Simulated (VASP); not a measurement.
Set up this calculation in VASP 6.6.1, as the native input.

* Task: single point
* Functional: PBE
* Dispersion: D3(BJ)
* Potentials or basis: VASP PAW PBE potentials, release 64 (C)
* Cutoff: 520 eV
* k mesh: 21 × 21 × 1
* Occupations: gaussian, width 0.1 eV
* Spin: no spin polarisation
* Dipole correction: yes
* Further INCAR settings: ALGO = Normal; EDIFF = 1e-06; NBANDS = 11

The structure of C lies in POSCAR:

```
C
1.0
    2.5660000000      0.0000000000      0.0000000000
   -1.2830000000      2.2222211861      0.0000000000
    0.0000000000      0.0000000000     26.0024170307
C
2
Direct
    0.6666666667      0.3333333333      0.5109797485
    0.3333333333      0.6666666667      0.4890202515
```

One way to write it, as run:

INCAR

```
SYSTEM = C
PREC = Accurate
ENCUT = 520
EDIFF = 1E-6
ISMEAR = 0
SIGMA = 0.1
LREAL = .FALSE.
LASPH = .TRUE.
NELM = 80
ALGO = Normal
ISIF = 2
LWAVE = .FALSE.
LCHARG = .FALSE.
LDIPOL = .TRUE.
IDIPOL = 3
DIPOL = 0.5 0.5 0.500
GGA = PE
IVDW = 12
NBANDS = 11
```

KPOINTS

```
regular mesh
0
G
  21 21 1
  0 0 0
```

Potentials or basis: VASP PAW PBE potentials, release 64 (C).

Run with:

```sh
$ cat potpaw_PBE.64/C/POTCAR > POTCAR
$ mpirun -np 1 vasp_std > vasp.out
```

Results of the run:

The largest force is 9.228 eV/Å and the band gap on the k mesh is zero (filled and empty bands touch). The dispersion energy per atom is -0.084 eV.

Wall time 47 s on 1 thread of Intel(R) Xeon(R) 6975P-C (Granite Rapids), with other jobs on the host, peak memory 0.28 GiB.
